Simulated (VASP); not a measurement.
InP, 2 atoms in the cell. The structure is cubic, space group F-43m (No. 216). Conventional cell: a = 5.900 Å, b = 5.900 Å, c = 5.900 Å, α = 90.00°, β = 90.00°, γ = 90.00°. In (site symmetry -43m) has 4 P at 2.55 Å within 3.4 Å. P (site symmetry -43m) has 4 In at 2.55 Å within 3.4 Å. 

| Property | Result |
| --- | --- |
| Program | VASP 6.6.1 |
| Task | single point |
| Functional | r2SCAN50 |
| Potentials or basis | VASP PAW PBE potentials, release 64 (In_d, P) |
| Cutoff | 520 eV |
| k mesh | 4 × 4 × 4 |
| Occupations | fermi-dirac, width 0.05 eV |
| Spin | no spin polarisation |
| Dipole correction | no |
| Grid for exact exchange (PRECFOCK) | Normal |
| Further INCAR settings | ALGO = Normal; EDIFF = 1e-06; NBANDS = 16 |
| Share of exact exchange | 0.5 |

Potentials or basis: VASP PAW PBE potentials, release 64 (In_d, P).

Command:

```sh
$ cat potpaw_PBE.64/In_d/POTCAR potpaw_PBE.64/P/POTCAR > POTCAR
$ cp INCAR.step1 INCAR
$ mpirun -np 1 vasp_std > vasp.out
$ cp INCAR.step2 INCAR
$ mpirun -np 1 vasp_std > vasp.out
```

Hardware: 1 thread of Intel Xeon 8259CL, with other jobs on the host.

How long does it take, and how much memory?

Run time: 14 min on 1 thread of Intel Xeon 8259CL, on a shared host, peak memory 0.19 GiB. Counts: k points 8.
